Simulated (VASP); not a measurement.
# HgTe (zincblende type) (F-43m) in VASP: notebook, part 2 of 2

VASP 6.6.1. The steps go on from the part before.

## Step 3: Single point, PBE

Input file INCAR:

```
SYSTEM = HgTe
PREC = Accurate
ENCUT = 520
EDIFF = 1E-7
ISMEAR = -1
SIGMA = 0.05
LREAL = .False.
LASPH = .True.
NELM = 100
ALGO = Normal
ISIF = 2
LWAVE = .False.
LCHARG = .False.
GGA = PE
NBANDS = 16
```

Input file KPOINTS:

```
regular mesh
0
Gamma
  11 11 11
  0 0 0
```

Input file POSCAR:

```
HgTe
1.0
    0.0000000000      3.1291907891      3.1291907891
    3.1291907891      0.0000000000      3.1291907891
    3.1291907891      3.1291907891      0.0000000000
Hg Te
1 1
Direct
    0.0000000000      0.0000000000      0.0000000000
    0.2500000000      0.2500000000      0.2500000000
```

Potentials or basis: VASP PAW PBE potentials, release 64 (Hg, Te).

The run is started by

```console
> cat potpaw_PBE.64/Hg/POTCAR potpaw_PBE.64/Te/POTCAR > POTCAR
> mpirun -np 1 vasp_std > vasp.out
```

OUTCAR:

```text
SYSTEM = HgTe
   PREC = Accurate
   ENCUT = 520
   EDIFF = 1E-7
   ISMEAR = -1
   LREAL = .False.
   LASPH = .True.
   NELM = 100
   ISIF = 2
   GGA = PE

 ion  position               nearest neighbor table
   1  0.000  0.000  0.000-   2 2.71   2 2.71   2 2.71   2 2.71
   2  0.250  0.250  0.250-   1 2.71   1 2.71   1 2.71   1 2.71

  LATTYP: Found a face centered cubic cell.
 ALAT       =     6.2583815782

  Lattice vectors:

 A1 = (   0.0000000000,   3.1291907891,   3.1291907891)
[... 625 lines left out ...]
      3      -3.6548      2.00000
      4      -3.5681      2.00000
      5      -3.1615      2.00000
      6      -3.0976      2.00000
[... 8 lines left out ...]
     15      13.4950      0.00000
     16      13.7222      0.00000

 [... further k-points ...]
[... 5 lines left out ...]
  --------------------------------------------------------------------------------------
  -------------------------------------------------------------------------------------
  Total        3.8745200      3.8745200      3.8745200     -0.0000000      0.0000000     -0.0000000
  in kB      101.2983482    101.2983482    101.2983482     -0.0000000      0.0000000     -0.0000000
  external PRESSURE =     101.2983482 kB  Pullay stress =       0.0000000 kB

 VOLUME and BASIS-vectors are now :
 -----------------------------------------------------------------------------
  energy-cutoff  :      520.00
  volume of cell :       61.28
      direct lattice vectors                 reciprocal lattice vectors
     0.000000000  3.129190789  3.129190789    -0.159785719  0.159785719  0.159785719
     3.129190789  0.000000000  3.129190789     0.159785719 -0.159785719  0.159785719
     3.129190789  3.129190789  0.000000000     0.159785719  0.159785719 -0.159785719

 POSITION                                       TOTAL-FORCE (eV/Angst)
 -----------------------------------------------------------------------------------
      0.00000      0.00000      0.00000        -0.000000     -0.000000     -0.000000
      1.56460      1.56460      1.56460         0.000000      0.000000      0.000000
 -----------------------------------------------------------------------------------
    total drift:                               -0.000000     -0.000000     -0.000000

  FREE ENERGIE OF THE ION-ELECTRON SYSTEM (eV)
  ---------------------------------------------------
  free  energy   TOTEN  =        -3.3254147468 eV

  energy  without entropy=       -3.3251348382  energy(sigma->0) =       -3.32527479
```

OSZICAR:

```text
N       E                     dE             d eps       ncg     rms          rms(c)
DAV:   1     0.107060112991E+03    0.10706E+03   -0.82049E+03  1792   0.988E+02
DAV:   2    -0.110953273224E+00   -0.10717E+03   -0.10069E+03  2120   0.232E+02
DAV:   3    -0.352672825391E+01   -0.34158E+01   -0.34097E+01  2192   0.432E+01
DAV:   4    -0.355680591911E+01   -0.30078E-01   -0.30076E-01  2600   0.374E+00
DAV:   5    -0.355693123851E+01   -0.12532E-03   -0.12532E-03  2304   0.197E-01    0.954E+00
DAV:   6    -0.333738014636E+01    0.21955E+00   -0.41928E-01  2088   0.923E+00    0.728E+00
DAV:   7    -0.332671039395E+01    0.10670E-01   -0.11928E-01  2104   0.248E+00    0.233E+00
DAV:   8    -0.332537064662E+01    0.13397E-02   -0.14565E-02  2040   0.144E+00    0.648E-01
DAV:   9    -0.332537342864E+01   -0.27820E-05   -0.81814E-04  2312   0.327E-01    0.175E-01
DAV:  10    -0.332540215050E+01   -0.28722E-04   -0.88001E-05  2312   0.814E-02    0.527E-02
DAV:  11    -0.332541768796E+01   -0.15537E-04   -0.39591E-05  2104   0.542E-02    0.491E-02
DAV:  12    -0.332541515760E+01    0.25304E-05   -0.48294E-06  2016   0.241E-02    0.218E-02
DAV:  13    -0.332541465311E+01    0.50449E-06   -0.20852E-06  2032   0.895E-03    0.739E-03
DAV:  14    -0.332541474676E+01   -0.93647E-07   -0.11750E-07  1896   0.274E-03
   1 F= -.33254147E+01 E0= -.33252748E+01  d E =-.279909E-03
```

stdout:

```text
POSCAR found type information on POSCAR HgTe
 POSCAR found :  2 types and       2 ions
 scaLAPACK will be used
 LDA part: xc-table for (Slater+PW92), standard interpolation
 POSCAR, INCAR and KPOINTS ok, starting setup
 FFT: planning ... GRIDC
 FFT: planning ... GRID_SOFT
 FFT: planning ... GRID
 WAVECAR not read
 entering main loop
```

Run time: 99 s. Hardware: 1 thread of Intel Xeon 8259CL, shared host; peak memory 0.24 GiB.

What came out:

```
Free energy            : -3.3254 eV
Pressure               : 10.1 GPa
Band gap on the k mesh : zero (filled and empty bands touch)
```

Levels at points of the mesh, in eV from the Fermi level:
| k point | band 5 | band 6 | band 7 | band 8 | band 9 | band 10 | band 11 | band 12 | band 13 | band 14 |
| --- | --- | --- | --- | --- | --- | --- | --- | --- | --- | --- |
| (0.00, 0.00, 0.00) | -7.40 | -7.40 | -0.55 | -0.07 | -0.07 | -0.07 | 3.96 | 3.96 | 3.96 | 6.34 |

Caveat: the cell stands under pressure; semilocal functionals underestimate gaps, so a narrow gap can read as zero; spin-orbit coupling is left out, which moves the levels of the heavy elements.

## Step 4: Relaxation of cell and atoms, PBE, target pressure 10 GPa, at which the enthalpy is minimised

This run uses another cell than the first one, of 28.55 Å³/atom.

Input file INCAR:

```
SYSTEM = HgTe
  PREC = Accurate
  ENCUT = 600
  EDIFF = 1E-7
  ISMEAR = -1
  SIGMA = 0.05
  LREAL = .FALSE.
  LASPH = .TRUE.
  NELM = 80
  ALGO = Normal
  ISIF = 3
  LWAVE = .FALSE.
  LCHARG = .FALSE.
  GGA = PE
  IBRION = 2
  NSW = 60
  EDIFFG = -0.005
  PSTRESS = 100.0
```

Input file KPOINTS:

```
Automatic mesh
0
G
  11 11 11
  0 0 0
```

Input file POSCAR:

```
HgTe
1.0
    0.0000000000      3.0563632220      3.0563632220
    3.0563632220      0.0000000000      3.0563632220
    3.0563632220      3.0563632220      0.0000000000
Hg Te
1 1
Direct
    0.0000000000      0.0000000000      0.0000000000
    0.2500000000      0.2500000000      0.2500000000
```

The run is started by

```console
> cat potpaw_PBE.64/Hg/POTCAR potpaw_PBE.64/Te/POTCAR > POTCAR
> mpirun -np 1 vasp_std > vasp.out
```

Run time: 4.5 min. Hardware: 1 thread of Intel Xeon 8259CL, shared host; peak memory 0.25 GiB.

Results (log left out):

```
Free energy                                                : -3.3324 eV
Relaxed volume                                             : 30.70 Å³/atom
Relaxed cell                                               : a = 4.428 Å, b = 4.428 Å, c = 4.428 Å, α = 60.00°, β = 60.00°, γ = 60.00°
Space group after relaxing (to 0.1 Å)                      : F-43m (No. 216)
Energy change on relaxing (the run minimises the enthalpy) : -177.0 meV/atom
Ionic steps                                                : 4
Pressure after relaxing                                    : 10.0 GPa
Band gap on the k mesh                                     : zero (filled and empty bands touch)
```

Step by step:
```tsv
step	energy change (eV)	largest force (eV/Å)	pressure (GPa)	volume (Å³)
1	0.0000	0.0000	16.85	57.10
2	-0.6117	0.0000	3.51	67.80
3	-0.3598	0.0000	9.87	61.49
4	-0.3540	0.0000	9.99	61.40
```

Final structure:
```
CELL_PARAMETERS angstrom
0.00000 3.13119 3.13119
3.13119 0.00000 3.13119
3.13119 3.13119 0.00000
ATOMIC_POSITIONS crystal
Hg 0.00000 0.00000 0.00000
Te 0.25000 0.25000 0.25000
```

Levels at points of the mesh, in eV from the Fermi level:
```tsv
k point	band 6	band 7	band 8	band 9	band 10	band 11	band 12	band 13
(0.00, 0.00, 0.00)	-7.39	-0.56	-0.07	-0.07	-0.07	3.96	3.96	3.96
```

Caveat: the cell is relaxed towards a set pressure, so the run minimises the enthalpy, not the energy; semilocal functionals underestimate gaps, so a narrow gap can read as zero; spin-orbit coupling is left out, which moves the levels of the heavy elements.

## Step 5: Relaxation of cell and atoms, PBE, target pressure 10 GPa, at which the enthalpy is minimised

Input file INCAR:

```
ALGO = Normal ; EDIFF = 1E-6
EDIFFG = -0.005 ; ENCUT = 600
GGA = PE ; IBRION = 2
ISIF = 3 ; ISMEAR = -1
LASPH = T ; LCHARG = F
LREAL = F ; LWAVE = F
NELM = 80 ; NSW = 32
PREC = Accurate ; PSTRESS = 100.0
SIGMA = 0.05
```

Input file KPOINTS:

```
k-points
0
Gamma
  11 11 11
```

Input file POSCAR:

```
HgTe
1.0
    0.0000000000      3.1291907891      3.1291907891
    3.1291907891      0.0000000000      3.1291907891
    3.1291907891      3.1291907891      0.0000000000
Hg Te
1 1
Direct
    0.0000000000      0.0000000000      0.0000000000
    0.2500000000      0.2500000000      0.2500000000
```

The run is started by

```console
> cat potpaw_PBE.64/Hg/POTCAR potpaw_PBE.64/Te/POTCAR > POTCAR
> mpirun -np 1 vasp_std > vasp.out
```

It took 2.4 min on 1 thread of Intel Xeon 8259CL, shared host; peak memory 0.24 GiB.

It converged, with:

```
Free energy                                                : -3.3323 eV
Relaxed volume                                             : 30.69 Å³/atom
Relaxed cell                                               : a = 4.428 Å, b = 4.428 Å, c = 4.428 Å, α = 60.00°, β = 60.00°, γ = 60.00°
Space group after relaxing (to 0.1 Å)                      : F-43m (No. 216)
Energy change on relaxing (the run minimises the enthalpy) : -3.4 meV/atom
Ionic steps                                                : 3
Pressure after relaxing                                    : 10.0 GPa
Band gap on the k mesh                                     : zero (filled and empty bands touch)
```

The path:
```
step  energy change (eV)  largest force (eV/Å)  pressure (GPa)  volume (Å³)
   1              0.0000                0.0000           10.15        61.28
   2             -0.0155                0.0000            9.86        61.53
   3             -0.0067                0.0000           10.01        61.39
```

Final structure:
```
Hg Te
1.0
     0.00000    3.13101    3.13101
     3.13101    0.00000    3.13101
     3.13101    3.13101    0.00000
Hg Te
1 1
Cartesian
  0.0000 0.0000 0.0000
  1.5655 1.5655 1.5655
```

Levels at points of the mesh, in eV from the Fermi level:
```
           k point  band 7  band 8  band 9  band 10  band 11  band 12
(0.00, 0.00, 0.00)   -0.56   -0.07   -0.07    -0.07     3.96     3.96
```

Caveat: the cell is relaxed towards a set pressure, so the run minimises the enthalpy, not the energy; semilocal functionals underestimate gaps, so a narrow gap can read as zero; spin-orbit coupling is left out, which moves the levels of the heavy elements.

## Step 6: The runs side by side

| task | cell | cutoff (eV) | gap on the mesh (eV) | pressure (GPa) |
| --- | --- | --- | --- | --- |
| single point | a = 4.425 Å, angles 60.0°, 2 atoms | 520 | none | 10.1 |
| relaxation of cell and atoms | relaxed to 10 GPa from a = 4.322 Å, angles 60.0°, 2 atoms | 600 | none | 10.0 |
| relaxation of cell and atoms | relaxed to 10 GPa from a = 4.425 Å, angles 60.0°, 2 atoms | 600 | none | 10.0 |

Alike in all rows: level PBE; potentials or basis VASP PAW PBE potentials, release 64 (Hg, Te); no spin polarisation; k mesh 11 × 11 × 11; smearing fermi-dirac 0.05 eV.

Caveats: semilocal functionals underestimate gaps, so a narrow gap can read as zero; spin-orbit coupling is left out, which moves the levels of the heavy elements; the cell is relaxed towards a set pressure, so the run minimises the enthalpy, not the energy (at least some runs); the cell stands under pressure (at least some runs).

Absolute energies hang on the potentials; compare differences alone.
